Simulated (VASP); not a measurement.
**Bi2Pd: single point with LDA**

Crystal: Bi2Pd.

```
Bi Pd
1.0
    -1.65828    1.65828    6.40377
     1.65828   -1.65828    6.40377
     1.65828    1.65828   -6.40377
Bi Pd
2 1
Direct
  0.36300 0.36300 0.00000
  0.63700 0.63700 0.00000
  0.00000 0.00000 0.00000
```

* Program: VASP 6.6.1
* Task: single point
* Functional: LDA
* Potentials or basis: VASP PAW LDA potentials, release 64 (Bi_d, Pd)
* Cutoff: 520 eV
* k mesh: 11 × 11 × 11
* Occupations: fermi-dirac, width 0.1 eV
* Spin: no spin polarisation
* Dipole correction: no
* Further INCAR settings: ALGO = Normal; EDIFF = 1e-06; NBANDS = 27

- Pressure: 0.3 GPa
- Largest force: 0.007 eV/Å
- Band gap on the k mesh: zero (bands 20 and 21 overlap by 3.28 eV)

Forces on the atoms (eV/Å):
```
Bi   0.000  0.000  0.007
Bi   0.000  0.000 -0.007
Pd   0.000  0.000  0.000
```

Stress tensor (GPa, compression positive):
```
 0.51  0.00  0.00
 0.00  0.51  0.00
 0.00  0.00 -0.09
```

Levels at points of the mesh, in eV from the Fermi level:
| k point | band 17 | band 18 | band 19 | band 20 | band 21 | band 22 | band 23 | band 24 |
| --- | --- | --- | --- | --- | --- | --- | --- | --- |
| (0.00, 0.00, 0.00) | -2.95 | -2.70 | 1.75 | 2.54 | 2.54 | 3.27 | 3.27 | 4.91 |

It took 5.5 min on 1 thread of Intel(R) Xeon(R) 6975P-C (Granite Rapids), on a shared host, peak memory 0.45 GiB.

Caveat: spin-orbit coupling is left out, which moves the levels of the heavy elements.
